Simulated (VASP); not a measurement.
# Cd3CuO (P4/mmm) in VASP: vibrations by perturbation theory with PBE

Aim: the vibrations by perturbation theory of Cd3CuO with PBE.

All numbers are computed with VASP 6.6.1; they aren't measurements. Logs are shortened: lines on timing, memory, paths and dates and some standing lists are left out, and cuts for length are marked.

### 1 The cell of the first run

Symmetry: P4/mmm, No. 123, tetragonal system. Conventional cell: a = 3.255 Å, b = 3.255 Å, c = 8.225 Å, α = 90.00°, β = 90.00°, γ = 90.00°. Cd (site symmetry 4mm) has 1 O at 2.55 Å and 4 Cu at 2.78 Å and 9 Cd at 3.12 to 3.44 Å within 3.5 Å. Within 3.0 Å of Cd (site symmetry 4/mmm) lie 4 O at 2.30 Å. Cu (site symmetry 4/mmm) has 8 Cd at 2.78 Å and 4 Cu at 3.26 Å within 3.7 Å. Within 3.0 Å of O (site symmetry 4/mmm) lie 6 Cd at 2.30 to 2.55 Å.

### 2 Vibrations by perturbation theory, PBE

INCAR

```
  ALGO = Normal
  EDIFF = 1E-8
  ENCUT = 600
  GGA = PE
  GGA_COMPAT = False
  IBRION = 8
  ISIF = 2
  ISMEAR = 0
  KPAR = 4
  LASPH = True
  LCHARG = False
  LREAL = False
  LWAVE = False
  NBANDS = 34
  NELM = 120
  NSW = 1
  PREC = Accurate
  SIGMA = 0.1
```

KPOINTS

```
k-points
0
Gamma
  10 10 4
```

POSCAR

```
Cd3CuO
1.0
    3.2553169436      0.0000000000      0.0000000000
    0.0000000000      3.2553169436      0.0000000000
    0.0000000000      0.0000000000      8.2251318894
Cd Cu O
3 1 1
Direct
    0.5000000000      0.5000000000      0.6896055216
    0.5000000000      0.5000000000      0.3103944784
    0.0000000000      0.0000000000      0.0000000000
    0.0000000000      0.0000000000      0.5000000000
    0.5000000000      0.5000000000      0.0000000000
```

Potentials or basis: VASP PAW PBE potentials, release 64 (Cd, Cu, O).

Command:

```sh
cat potpaw_PBE.64/Cd/POTCAR potpaw_PBE.64/Cu/POTCAR potpaw_PBE.64/O/POTCAR > POTCAR
mpirun -np 4 vasp_std > vasp.out
```

OUTCAR:

```text
EDIFF = 1E-8
   ENCUT = 600
   GGA = PE
   IBRION = 8
   ISIF = 2
   ISMEAR = 0
   LASPH = True
   LREAL = False
   NELM = 120
   NSW = 1
   PREC = Accurate

 ion  position               nearest neighbor table
   1  0.500  0.500  0.690-   5 2.55   4 2.78   4 2.78   4 2.78   4 2.78   2 3.12   3 3.44   3 3.44
                             3 3.44   3 3.44
   2  0.500  0.500  0.310-   5 2.55   4 2.78   4 2.78   4 2.78   4 2.78   1 3.12   3 3.44   3 3.44
                             3 3.44   3 3.44
   3  0.000  0.000  0.000-   5 2.30   5 2.30   5 2.30   5 2.30   2 3.44   2 3.44   1 3.44   2 3.44
                             1 3.44   1 3.44   2 3.44   1 3.44
   4  0.000  0.000  0.500-   1 2.78   2 2.78   1 2.78   2 2.78   1 2.78   2 2.78   1 2.78   2 2.78

   5  0.500  0.500  0.000-   3 2.30   3 2.30   3 2.30   3 2.30   1 2.55   2 2.55

  LATTYP: Found a simple tetragonal cell.
 ALAT       =     3.2553169436
 C/A-ratio  =     2.5266762137

  Lattice vectors:

 A1 = (   3.2553169436,   0.0000000000,   0.0000000000)
 A2 = (   0.0000000000,   3.2553169436,   0.0000000000)
 A3 = (   0.0000000000,   0.0000000000,   8.2251318894)

Analysis of symmetry for initial positions (statically):
=====================================================================
 Subroutine PRICEL returns:
 Original cell was already a primitive cell.

 Routine SETGRP: Setting up the symmetry group for a
 simple tetragonal supercell.

 Subroutine GETGRP returns: Found 16 space group operations
 (whereof 16 operations were pure point group operations)
 out of a pool of 16 trial point group operations.

[... 1115 lines left out ...]
  ---------------------------------------------------
  free energy    TOTEN  =        -0.38433192 eV

  energy without entropy =       -0.38433192

------------------------ aborting loop because EDIFF is reached ----------------------------------------

 INTERNAL STRAIN TENSOR  FOR ION    5  DIRECTION 3   (eV/Angst):
 -----------------------------------------------------------------------------
    -0.00320  0.00000  0.00000
     0.00000 -0.00320  0.00000
     0.00000  0.00000  0.00166

 INTERNAL STRAIN TENSOR FOR ION    5 for displacements in x,y,z  (eV/Angst):
          X           Y           Z          XY          YZ          ZX
  --------------------------------------------------------------------------------
  x     0.00000     0.00000     0.00000     0.00000     0.00000     0.00000
  y     0.00000     0.00000     0.00000     0.00000     0.00000     0.00000
  z     0.00000     0.00000     0.00000     0.00000     0.00000     0.00000

 SECOND DERIVATIVES (NOT SYMMETRIZED)
 ------------------------------------
               1X          1Y          1Z          2X          2Y          2Z          3X          3Y          3Z          4X          4Y          4Z          5X          5Y          5Z
  1X    -1.730981    0.000000    0.000000   -0.102708    0.000000    0.000000    0.302720    0.000000    0.000000    1.577233    0.000000    0.000000   -0.046263    0.000000    0.000000
  1Y     0.000000   -1.730981    0.000000    0.000000   -0.102708    0.000000    0.000000    0.302720    0.000000    0.000000    1.577233    0.000000    0.000000   -0.046263    0.000000
  1Z    -0.000000    0.000000   -4.694031    0.000000   -0.000000    1.798740    0.000000    0.000000    0.744082    0.000000    0.000000    1.577811   -0.000000    0.000000    0.573398
  2X    -0.102708    0.000000    0.000000   -1.730981    0.000000    0.000000    0.302720    0.000000    0.000000    1.577233    0.000000    0.000000   -0.046263    0.000000    0.000000
  2Y     0.000000   -0.102708    0.000000    0.000000   -1.730981    0.000000    0.000000    0.302720    0.000000    0.000000    1.577233    0.000000    0.000000   -0.046263    0.000000
  2Z     0.000000   -0.000000    1.798740   -0.000000    0.000000   -4.694031    0.000000    0.000000    0.744082    0.000000    0.000000    1.577811   -0.000000    0.000000    0.573398
  3X     0.295438    0.000000    0.000000    0.295438    0.000000    0.000000   -6.255993   -0.000000    0.000000    0.024611   -0.000000    0.000000    5.640506   -0.000000    0.000000
  3Y    -0.000000    0.295438    0.000000   -0.000000    0.295438    0.000000    0.000000   -6.255993    0.000000    0.000000    0.024611    0.000000    0.000000    5.640506    0.000000
  3Z     0.000000    0.000000    0.744364    0.000000    0.000000    0.744364    0.000000   -0.000000   -0.058657    0.000000   -0.000000    0.084126    0.000000    0.000000   -1.514196
  4X     1.577243    0.000000    0.000000    1.577243    0.000000    0.000000    0.031801    0.000000    0.000000   -3.336976    0.000000    0.000000    0.150689    0.000000    0.000000
  4Y    -0.000000    1.577243    0.000000   -0.000000    1.577243    0.000000    0.000000    0.031801    0.000000    0.000000   -3.336976    0.000000    0.000000    0.150689    0.000000
  4Z     0.000000    0.000000    1.568765    0.000000    0.000000    1.568765    0.000000   -0.000000    0.078117    0.000000   -0.000000   -3.148481    0.000000   -0.000000   -0.067167
  5X    -0.048087    0.000000    0.000000   -0.048087    0.000000    0.000000    5.645531   -0.000000    0.000000    0.147802   -0.000000    0.000000   -5.697160   -0.000000    0.000000
  5Y    -0.000000   -0.048087    0.000000   -0.000000   -0.048087    0.000000    0.000000    5.645531    0.000000    0.000000    0.147802    0.000000    0.000000   -5.697160    0.000000
  5Z     0.000000    0.000000    0.589861    0.000000   -0.000000    0.589861    0.000000   -0.000000   -1.510360    0.000000    0.000000   -0.050838   -0.000000    0.000000    0.381477

 Eigenvectors and eigenvalues of the dynamical matrix
 ----------------------------------------------------

   1 f  =    9.968699 THz    62.635186 2PiTHz  332.520019 cm-1    41.227209 meV
             X         Y         Z           dx          dy          dz
      1.627658  1.627658  5.672096    -0.005685   -0.000028   -0.000000
      1.627658  1.627658  2.553036    -0.005685   -0.000028   -0.000000
      0.000000  0.000000  0.000000     0.354533    0.001768   -0.000000
      0.000000  0.000000  4.112566     0.012623    0.000063   -0.000000
      1.627658  1.627658  0.000000    -0.934910   -0.004661   -0.000000
[... 105 lines left out ...]
  15 f/i=    3.525554 THz    22.151710 2PiTHz  117.599829 cm-1    14.580514 meV
             X         Y         Z           dx          dy          dz
      1.627658  1.627658  5.672096    -0.000000   -0.000000   -0.105068
      1.627658  1.627658  2.553036    -0.000000   -0.000000   -0.105068
      0.000000  0.000000  0.000000    -0.000000   -0.000000    0.545085
      0.000000  0.000000  4.112566    -0.000000   -0.000000   -0.018546
      1.627658  1.627658  0.000000    -0.000000   -0.000000   -0.824900

--------------------------------------------------------------------------------------------------------

 ELASTIC MODULI CONTR FROM IONIC RELAXATION (kBar)
 Direction    XX          YY          ZZ          XY          YZ          ZX
 --------------------------------------------------------------------------------
 XX          -5.3737     -5.3737    -12.3385      0.0000      0.0000     -0.0000
 YY          -5.3737     -5.3737    -12.3385      0.0000      0.0000     -0.0000
 ZZ         -12.3385    -12.3385    -28.3301      0.0000      0.0000     -0.0000
 XY           0.0000      0.0000      0.0000      0.0000      0.0000      0.0000
 YZ           0.0000      0.0000      0.0000      0.0000    -53.9925      0.0000
 ZX          -0.0000     -0.0000     -0.0000      0.0000      0.0000    -47.4333
 --------------------------------------------------------------------------------
```

OSZICAR:

```text
N       E                     dE             d eps       ncg     rms          rms(c)
DAV:   1     0.540741755976E+03    0.54074E+03   -0.29039E+04  4324   0.205E+03
DAV:   2     0.314068483331E+02   -0.50933E+03   -0.48693E+03  4332   0.473E+02
DAV:   3    -0.139165766673E+02   -0.45323E+02   -0.44060E+02  5344   0.146E+02
DAV:   4    -0.153591404439E+02   -0.14426E+01   -0.14350E+01  4926   0.244E+01
[... 151 lines left out ...]
RMM:  12    -0.384332083066E+00   -0.18881E-06   -0.83442E-09  6693   0.609E-05    0.826E-06
RMM:  13    -0.384331833060E+00    0.25001E-06   -0.85704E-09  6794   0.424E-05    0.355E-06
RMM:  14    -0.384331912838E+00   -0.79778E-07   -0.88007E-09  7108   0.363E-05    0.585E-07
RMM:  15    -0.384331917999E+00   -0.51615E-08   -0.86398E-09  5607   0.323E-05    0.442E-07
 Linear response finished
```

It took 14 min on 4 MPI ranks of AMD EPYC 9R45 (Zen 5), shared host; peak memory 0.99 GiB.

What came out:

```
Highest phonon frequency at Γ, LO-TO splitting left out : 333 cm⁻¹
Most unstable mode                                      : 118i cm⁻¹
```

Phonon frequencies in cm⁻¹ (negative: imaginary):
| q point | frequencies |
| --- | --- |
| (0.000, 0.000, 0.000) | -118 0 0 0 45 45 63 63 95 125 134 134 138 333 333 |

Caveat: some modes are imaginary.
